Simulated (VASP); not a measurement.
Wanted: the native input for a VASP 6.6.1 run.

| Property | Result |
| --- | --- |
| Task | relaxation of cell and atoms |
| Functional | PBE |
| Potentials or basis | VASP PAW PBE potentials, release 64 (Rh_pv) |
| Cutoff | 600 eV |
| k mesh | 18 × 18 × 18 |
| Occupations | gaussian, width 0.1 eV |
| Spin | no spin polarisation |
| Dipole correction | no |
| Further INCAR settings | ALGO = Normal; EDIFF = 1e-07; IBRION = 2; EDIFFG = -0.005; NSW = 100; ISIF = 3 |

The structure of Rh lies in POSCAR:

```
Rh
1.0
    0.0000000000      1.9178870341      1.9178870341
    1.9178870341      0.0000000000      1.9178870341
    1.9178870341      1.9178870341      0.0000000000
Rh
1
Direct
    0.0000000000      0.0000000000      0.0000000000
```

One way to write it, as run:

INCAR

```
  ALGO = Normal
  EDIFF = 1E-7
  EDIFFG = -0.005
  ENCUT = 600
  GGA = PE
  IBRION = 2
  ISIF = 3
  ISMEAR = 0
  LASPH = T
  LCHARG = F
  LREAL = F
  LWAVE = F
  NELM = 60
  NSW = 100
  PREC = Accurate
  SIGMA = 0.1
```

KPOINTS

```
k-points
0
Gamma
  18 18 18
```

Potentials or basis: VASP PAW PBE potentials, release 64 (Rh_pv).

Command:

```console
$ cat potpaw_PBE.64/Rh_pv/POTCAR > POTCAR
$ mpirun -np 1 vasp_std > vasp.out
```

It gave:

```json
{
 "Relaxed volume": "14.04 Å³/atom",
 "Relaxed cell": "a = 2.708 Å, b = 2.708 Å, c = 2.708 Å, α = 60.00°, β = 60.00°, γ = 60.00°",
 "Space group after relaxing (to 0.05 Å)": "Fm-3m (No. 225)",
 "Energy gained by relaxing": "0.3 meV/atom",
 "Ionic steps": "3",
 "Pressure after relaxing": "0.0 GPa"
}
```

It took 24 s on 1 thread of Intel(R) Xeon(R) 6975P-C (Granite Rapids) (shared host), peak memory 0.16 GiB.
